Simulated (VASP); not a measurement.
# Cu (P6_3/mmc) in VASP: a series of runs, part 2 of 2

VASP 6.6.1. Earlier steps stand in the parts before.

## 4. Single point, PBEsol (volume scaled by 0.88, then relaxed in part)

Contents of INCAR:

```
SYSTEM = Cu
PREC = Accurate
ENCUT = 520
EDIFF = 1E-6
ISMEAR = 0
SIGMA = 0.1
LREAL = .False.
LASPH = .True.
NELM = 60
ALGO = Normal
ISIF = 2
LWAVE = .False.
LCHARG = .False.
GGA = PS
NBANDS = 18
```

Contents of KPOINTS:

```
Automatic mesh
0
Gamma
  18 18 10
  0 0 0
```

Contents of POSCAR:

```
Cu
1.0
    2.4152866684      0.0000000000      0.0000000000
   -1.2076433342      2.0916996122      0.0000000000
    0.0000000000      0.0000000000      3.9453056063
Cu
2
Direct
    0.3333333333      0.6666666667      0.2500000000
    0.6666666667      0.3333333333      0.7500000000
```

Potentials or basis: VASP PAW PBE potentials, release 64 (Cu).

Launch:

```sh
> cat potpaw_PBE.64/Cu/POTCAR > POTCAR
> mpirun -np 1 vasp_std > vasp.out
```

OUTCAR:

```text
SYSTEM = Cu
   PREC = Accurate
   ENCUT = 520
   EDIFF = 1E-6
   ISMEAR = 0
   LREAL = .False.
   LASPH = .True.
   NELM = 60
   ISIF = 2
   GGA = PS

 ion  position               nearest neighbor table
   1  0.333  0.667  0.250-   2 2.42   2 2.42   2 2.42   2 2.42   2 2.42   2 2.42
   2  0.667  0.333  0.750-   1 2.42   1 2.42   1 2.42   1 2.42   1 2.42   1 2.42

  LATTYP: Found a hexagonal cell.
 ALAT       =     2.4152866684
 C/A-ratio  =     1.6334730191

  Lattice vectors:

 A1 = (   2.4152866684,   0.0000000000,   0.0000000000)
 A2 = (  -1.2076433342,   2.0916996122,   0.0000000000)
 A3 = (   0.0000000000,   0.0000000000,   3.9453056063)

Analysis of symmetry for initial positions (statically):
=====================================================================
 Subroutine PRICEL returns:
 Original cell was already a primitive cell.

 Routine SETGRP: Setting up the symmetry group for a
 hexagonal supercell.

 Subroutine GETGRP returns: Found 24 space group operations
 (whereof 12 operations were pure point group operations)
 out of a pool of 24 trial point group operations.

The static configuration has the point symmetry D_3d.
 The point group associated with its full space group is D_6h.

Analysis of symmetry for dynamics (positions and initial velocities):
=====================================================================
 Subroutine PRICEL returns:
 Original cell was already a primitive cell.

 Routine SETGRP: Setting up the symmetry group for a
 hexagonal supercell.

 Subroutine GETGRP returns: Found 24 space group operations
 (whereof 12 operations were pure point group operations)
 out of a pool of 24 trial point group operations.

The dynamic configuration has the point symmetry D_3d.
 The point group associated with its full space group is D_6h.

 Subroutine INISYM returns: Found 24 space group operations
 (whereof 12 operations are pure point group operations),
 and found     1 'primitive' translations

----------------------------------------------------------------------------------------

                                     Primitive cell

  volume of cell :      19.9319

  direct lattice vectors                    reciprocal lattice vectors
     2.415286668  0.000000000  0.000000000     0.414029528  0.239040060  0.000000000
    -1.207643334  2.091699612  0.000000000     0.000000000  0.478080119  0.000000000
     0.000000000  0.000000000  3.945305606     0.000000000  0.000000000  0.253465789

  length of vectors
     2.415286668  2.415286668  3.945305606     0.478080119  0.478080119  0.253465789

  position of ions in fractional coordinates (direct lattice)
     0.333333333  0.666666667  0.250000000
     0.666666667  0.333333333  0.750000000

  ion indices of the primitive-cell ions
   primitive index   ion index
                 1           1
                 2           2

----------------------------------------------------------------------------------------

 KPOINTS: Automatic mesh

Automatic generation of k-mesh.
 Grid dimensions read from file:
 generate k-points for:   18   18   10

 Generating k-lattice:

  Cartesian coordinates                     Fractional coordinates (reciprocal lattice)
     0.023001640  0.013280003  0.000000000     0.055555556  0.000000000  0.000000000
     0.000000000  0.026560007  0.000000000     0.000000000  0.055555556  0.000000000
     0.000000000  0.000000000  0.025346579     0.000000000  0.000000000  0.100000000

  Length of vectors
     0.026560007  0.026560007  0.025346579

  Shift w.r.t. Gamma in fractional coordinates (k-lattice)
     0.000000000  0.000000000  0.000000000

 Subroutine IBZKPT returns following result:
 ===========================================

 Found    222 irreducible k-points:

 Following reciprocal coordinates:
            Coordinates               Weight
  0.000000  0.000000  0.000000      1.000000
  0.055556  0.000000  0.000000      6.000000
  0.111111  0.000000  0.000000      6.000000
  0.166667 -0.000000  0.000000      6.000000
  0.222222  0.000000  0.000000      6.000000
  0.277778 -0.000000  0.000000      6.000000
[... 16 lines left out ...]
  0.333333  0.111111  0.000000     12.000000
  0.388889  0.111111  0.000000     12.000000
 [... further k-points ...]
   k-points           NKPTS =    222   k-points in BZ     NKDIM =    222   number of bands    NBANDS=     18
   number of dos      NEDOS =    301   number of ions     NIONS =      2
   total plane-waves  NPLWV =   9720
   dimension x,y,z NGX =    18 NGY =   18 NGZ =   30
   dimension x,y,z NGXF=    36 NGYF=   36 NGZF=   60
   ions per type =               2
   NGX,Y,Z   is equivalent  to a cutoff of  12.39, 12.39, 12.64 a.u.
   NGXF,Y,Z  is equivalent  to a cutoff of  24.78, 24.78, 25.28 a.u.
 SYSTEM =  Cu
   PREC   = accura    normal or accurate (medium, high low for compatibility)
   ISTART =      0    job   : 0-new  1-cont  2-samecut
   ICHARG =      2    charge: 1-file 2-atom 10-const
   ISPIN  =      1    spin polarized calculation?
   LNONCOLLINEAR =      F non collinear calculations
   LSORBIT =      F    spin-orbit coupling
   LASPH  =      T    aspherical Exc in radial PAW
   ENCUT  =  520.0 eV  38.22 Ry    6.18 a.u.   4.49  4.49  7.34*2*pi/ulx,y,z
   NELM   =     60;   NELMIN=  2; NELMDL= -5     # of ELM steps
   EDIFF  = 0.1E-05   stopping-criterion for ELM
   LREAL  =      F    real-space projection
   EDIFFG = 0.1E-04   stopping-criterion for IOM
   NSW    =      0    number of steps for IOM
   IBRION =     -1    ionic relax: 0-MD 1-quasi-New 2-CG
   NFREE  =      0    steps in history (QN), initial steepest desc. (CG)
   ISIF   =      2    stress and relaxation
   ISYM   =      2    0-nonsym 1-usesym 2-fastsym
   POTIM  = 0.5000    time-step for ionic-motion
   TEBEG  =    0.0;   TEEND  =   0.0 temperature during run
   PSTRESS=    0.0 pullay stress
   NELECT =      22.0000    total number of electrons
   NUPDOWN=      -1.0000    fix difference up-down
   EMIN   =  10.00;   EMAX   =-10.00  energy-range for DOS
   EFERMI =   0.00;   METHOD = LEGACY
   ISMEAR =     0;   SIGMA  =   0.10  broadening in eV -4-tet -1-fermi 0-gaus
   EFERMI_NEDOS =   21; number of points for ismear=-14 and -15
   IALGO  =     38    algorithm
   IMIX   =      4    mixing-type and parameters
     AMIX     =   0.40;   BMIX     =  1.00
     AMIX_MAG =   1.60;   BMIX_MAG =  1.00
  volume/ion in A,a.u.               =       9.97        67.25
  Fermi-wavevector in a.u.,A,eV,Ry     =   1.691867  3.197165 38.945498  2.862413
  Thomas-Fermi vector in A             =   2.773556
   LORBIT       =      0    0 simple, 1 ext, 2 COOP (PROOUT), +10 PAW based schemes
   GGA     = PS    functional components
   LHFCALC =     F    Hartree Fock is set to
   AEXX    =    0.0000 exact exchange contribution
   IVDW    =     0    specifies the selected vdW correction
   LEPSILON=     F    determine dielectric tensor
   LRPA    =     F    only Hartree local field effects (RPA)
 non-spin polarized calculation
 Gauss-broadening in eV      SIGMA  =   0.10
  energy-cutoff  :      520.00
  volume of cell :       19.93
 maximum number of plane-waves:       555
 NGX is ok and might be reduce to    18
   NGX =  9   NGY =  9   NGZ = 15

 number of electron      22.0000034 magnetization

 Free energy of the ion-electron system (eV)
  ---------------------------------------------------
  ext. energy  EPLUGINS =         0.00000000
  ---------------------------------------------------
  free energy    TOTEN  =        -8.36318358 eV

  energy without entropy =       -8.35891482  energy(sigma->0) =       -8.36104920

 E-fermi :   9.6325     XC(G=0): -13.9316

 val. band max:        9.6136182841   @ k =   0.5000  -0.0000   0.1000
 cond. band min:       9.6366575046   @ k =   0.2778   0.1667   0.5000
 fundamental gap:      0.0230392205
 Fermi energy:         9.6324804877

 k-point     1 :       0.0000    0.0000    0.0000
  band No.  band energies     occupation
      1      -1.0695      2.00000
      2       3.5369      2.00000
      3       6.0741      2.00000
      4       6.1529      2.00000
      5       6.1529      2.00000
      6       6.4278      2.00000
[... 10 lines left out ...]
     17      35.4920      0.00000
     18      35.5926      0.00000
[... 463 lines left out ...]
 k-point    24 :       0.3889    0.1111    0.0000
  band No.  band energies     occupation
      1       3.9120      2.00000
      2       4.3113      2.00000
      3       4.4522      2.00000
      4       5.6398      2.00000
      5       5.9769      2.00000
      6       6.1751      2.00000
[... 10 lines left out ...]
     17      23.7411      0.00000
     18      30.0662      0.00000

 [... further k-points ...]
[... 5 lines left out ...]
  --------------------------------------------------------------------------------------
  -------------------------------------------------------------------------------------
  Total        3.7256883      3.7256883      3.7288532      0.0000000     -0.0000000     -0.0000000
  in kB      299.4804280    299.4804280    299.7348317      0.0000000     -0.0000000     -0.0000000
  external PRESSURE =     299.5652292 kB  Pullay stress =       0.0000000 kB

 VOLUME and BASIS-vectors are now :
 -----------------------------------------------------------------------------
  energy-cutoff  :      520.00
  volume of cell :       19.93
      direct lattice vectors                 reciprocal lattice vectors
     2.415286668  0.000000000  0.000000000     0.414029528  0.239040060  0.000000000
    -1.207643334  2.091699612  0.000000000     0.000000000  0.478080119  0.000000000
     0.000000000  0.000000000  3.945305606     0.000000000  0.000000000  0.253465789

 POSITION                                       TOTAL-FORCE (eV/Angst)
 -----------------------------------------------------------------------------------
     -0.00000      1.39447      0.98633         0.000000      0.000000      0.000000
      1.20764      0.69723      2.95898        -0.000000      0.000000      0.000000
 -----------------------------------------------------------------------------------
    total drift:                               -0.000000      0.000000     -0.000000

  FREE ENERGIE OF THE ION-ELECTRON SYSTEM (eV)
  ---------------------------------------------------
  free  energy   TOTEN  =        -8.3631835818 eV

  energy  without entropy=       -8.3589148221  energy(sigma->0) =       -8.36104920
```

OSZICAR:

```text
N       E                     dE             d eps       ncg     rms          rms(c)
DAV:   1     0.117858507704E+03    0.11786E+03   -0.10599E+04  8832   0.230E+03
DAV:   2    -0.446110324645E+01   -0.12232E+03   -0.11615E+03  8012   0.294E+02
DAV:   3    -0.105577754629E+02   -0.60967E+01   -0.59282E+01  8836   0.865E+01
DAV:   4    -0.106213340463E+02   -0.63559E-01   -0.63517E-01  9364   0.954E+00
DAV:   5    -0.106220909738E+02   -0.75693E-03   -0.75690E-03  9714   0.927E-01    0.120E+01
DAV:   6    -0.896141684406E+01    0.16607E+01   -0.10859E+01  8458   0.101E+02    0.454E+00
DAV:   7    -0.840335405413E+01    0.55806E+00   -0.18191E+00  8788   0.375E+01    0.104E+00
DAV:   8    -0.836621169007E+01    0.37142E-01   -0.11210E-02 12066   0.133E+00    0.377E-01
DAV:   9    -0.836314628670E+01    0.30654E-02   -0.23328E-03 11048   0.151E+00    0.177E-02
DAV:  10    -0.836318146958E+01   -0.35183E-04   -0.14069E-04  9352   0.141E-01    0.459E-03
DAV:  11    -0.836318404625E+01   -0.25767E-05   -0.16869E-06  7280   0.240E-02    0.379E-03
DAV:  12    -0.836318358175E+01    0.46450E-06   -0.95305E-07  4986   0.228E-02
   1 F= -.83631836E+01 E0= -.83610492E+01  d E =-.426876E-02
```

stdout:

```text
POSCAR found type information on POSCAR Cu
 POSCAR found :  1 types and       2 ions
 scaLAPACK will be used
 -----------------------------------------------------------------------------
|                                                                             |
|                                                                             |
|     You enforced a specific xc type in the INCAR file but a different       |
|     I HOPE YOU KNOW WHAT YOU ARE DOING!                                     |
|                                                                             |
 -----------------------------------------------------------------------------

 LDA part: xc-table for (Slater+PW92), standard interpolation
 POSCAR, INCAR and KPOINTS ok, starting setup
 FFT: planning ... GRIDC
 FFT: planning ... GRID_SOFT
 FFT: planning ... GRID
 WAVECAR not read
 entering main loop
```

Run time: 34 s. Hardware: 1 thread of AMD EPYC 9R14 (Zen 4), shared host; peak memory 0.15 GiB.

What came out:

```yaml
Free_energy: -8.3632 eV
Pressure: 30.0 GPa
Band_gap_on_the_k_mesh: zero (band 11 reaches 14.17 eV, above the bottom of band 12 at 7.48 eV)
```

Levels at points of the mesh, in eV from the Fermi level:
```
           k point  band 8  band 9  band 10  band 11  band 12  band 13  band 14  band 15
(0.00, 0.00, 0.00)   -2.83   -2.83    -1.87    -1.87    -1.50     4.73    22.77    24.49
(0.50, 0.00, 0.00)   -1.74   -1.68    -1.61     0.05     1.98     8.63     9.24    11.83
(0.00, 0.00, 0.50)   -3.53   -2.15    -2.15    -2.15    -2.15    13.98    13.98    23.53
(0.50, 0.00, 0.50)   -2.14   -1.66    -1.66     0.35     0.35     5.89     5.89    17.98
```

Caveat: the PAW data sets were made with another functional, which shifts forces and pressure a little.

## 5. Single point, PBEsol (volume scaled by 0.91, then relaxed in part)

Contents of INCAR:

```
PREC = Accurate
ENCUT = 520
EDIFF = 1E-6
ISMEAR = 0
SIGMA = 0.1
LREAL = False
LASPH = True
NELM = 60
ALGO = Normal
ISIF = 2
LWAVE = False
LCHARG = True
GGA = PS
LELF = True
LVHAR = True
NBANDS = 18
```

Contents of KPOINTS:

```
Automatic mesh
0
Gamma
  18 18 10
```

Contents of POSCAR:

```
Cu
1.0
    2.4425840475      0.0000000000      0.0000000000
   -1.2212920238      2.1153398360      0.0000000000
    0.0000000000      0.0000000000      3.9891255526
Cu
2
Direct
    0.3333333333      0.6666666667      0.2500000000
    0.6666666667      0.3333333333      0.7500000000
```

Launch:

```sh
> cat potpaw_PBE.64/Cu/POTCAR > POTCAR
> mpirun -np 1 vasp_std > vasp.out
```

Wall time 36 s (1 thread of AMD EPYC 9R14 (Zen 4), shared host); peak memory 0.15 GiB.

The run converged. Its results:

- Free energy: -8.4706 eV
- Pressure: 20.6 GPa
- Band gap on the k mesh: zero (band 11 reaches 13.58 eV, above the bottom of band 12 at 7.05 eV)

Levels at points of the mesh, in eV from the Fermi level:
| k point | band 7 | band 8 | band 9 | band 10 | band 11 | band 12 | band 13 | band 14 | band 15 | band 16 |
| --- | --- | --- | --- | --- | --- | --- | --- | --- | --- | --- |
| (0.00, 0.00, 0.00) | -3.09 | -2.74 | -2.74 | -1.82 | -1.82 | -1.39 | 4.54 | 22.50 | 23.92 | 23.92 |
| (0.50, 0.00, 0.00) | -3.06 | -1.70 | -1.64 | -1.58 | 0.05 | 1.90 | 8.46 | 9.01 | 11.60 | 12.44 |
| (0.00, 0.00, 0.50) | -3.40 | -3.40 | -2.09 | -2.09 | -2.09 | -2.09 | 13.68 | 13.68 | 23.25 | 23.25 |
| (0.50, 0.00, 0.50) | -2.07 | -2.07 | -1.63 | -1.63 | 0.39 | 0.39 | 5.68 | 5.68 | 17.60 | 17.60 |

Caveat: the PAW data sets were made with another functional, which shifts forces and pressure a little.

## 6. Single point, PBEsol (volume scaled by 0.94, then relaxed in part)

Contents of INCAR:

```
ALGO = Normal
EDIFF = 1E-7
ENCUT = 520
GGA = PS
ISIF = 2
ISMEAR = 0
LASPH = True
LCHARG = False
LREAL = False
LWAVE = False
NBANDS = 18
NELM = 60
PREC = Accurate
SIGMA = 0.1
```

Contents of KPOINTS:

```
k-points
0
Gamma
  18 18 10
```

Contents of POSCAR:

```
Cu
1.0
    2.4691359543      0.0000000000      0.0000000000
   -1.2345679772      2.1383344618      0.0000000000
    0.0000000000      0.0000000000      4.0324890102
Cu
2
Direct
    0.3333333333      0.6666666667      0.2500000000
    0.6666666667      0.3333333333      0.7500000000
```

Potentials or basis: VASP PAW PBE potentials, release 64 (Cu).

Launch:

```sh
> cat potpaw_PBE.64/Cu/POTCAR > POTCAR
> mpirun -np 1 vasp_std > vasp.out
```

Wall time 38 s (1 thread of AMD EPYC 9R14 (Zen 4), shared host); peak memory 0.15 GiB.

Results (log left out):

```
Free energy            : -8.5414 eV
Pressure               : 12.8 GPa
Band gap on the k mesh : zero (band 11 reaches 13.04 eV, above the bottom of band 12 at 6.65 eV)
```

Levels at points of the mesh, in eV from the Fermi level:
```tsv
k point	band 7	band 8	band 9	band 10	band 11	band 12	band 13	band 14	band 15	band 16
(0.00, 0.00, 0.00)	-2.99	-2.65	-2.65	-1.78	-1.78	-1.29	4.36	22.25	23.39	23.39
(0.50, 0.00, 0.00)	-2.95	-1.66	-1.61	-1.55	0.05	1.83	8.29	8.80	11.38	12.09
(0.00, 0.00, 0.50)	-3.28	-3.28	-2.04	-2.04	-2.04	-2.04	13.38	13.38	22.98	22.98
(0.50, 0.00, 0.50)	-2.01	-2.01	-1.59	-1.59	0.42	0.42	5.48	5.48	17.23	17.23
```

Caveat: the PAW data sets were made with another functional, which shifts forces and pressure a little.

## 7. Overview

| task | cell | cutoff (eV) | gap on the mesh (eV) | pressure (GPa) |
| --- | --- | --- | --- | --- |
| single point | a = 2.521, b = 2.521, c = 4.117 Å, angles 90.0, 90.0, 120.0°, 2 atoms | 520 | none | 0.7 |
| relaxation of cell and atoms | relaxed from a = 2.534, b = 2.534, c = 4.113 Å, angles 90.0, 90.0, 120.0°, 2 atoms | 600 | none | 0.0 |
| single point | a = 2.415, b = 2.415, c = 3.945 Å, angles 90.0, 90.0, 120.0°, 2 atoms | 520 | none | 30.0 |
| single point | a = 2.443, b = 2.443, c = 3.989 Å, angles 90.0, 90.0, 120.0°, 2 atoms | 520 | none | 20.6 |
| single point | a = 2.469, b = 2.469, c = 4.032 Å, angles 90.0, 90.0, 120.0°, 2 atoms | 520 | none | 12.8 |

Alike in all rows: level PBEsol; potentials or basis VASP PAW PBE potentials, release 64 (Cu); no spin polarisation; k mesh 18 × 18 × 10; smearing gaussian 0.1 eV.

Caveats: the PAW data sets were made with another functional, which shifts forces and pressure a little.

Total energies depend on the potentials used, so only differences within one code and one set of settings carry meaning.
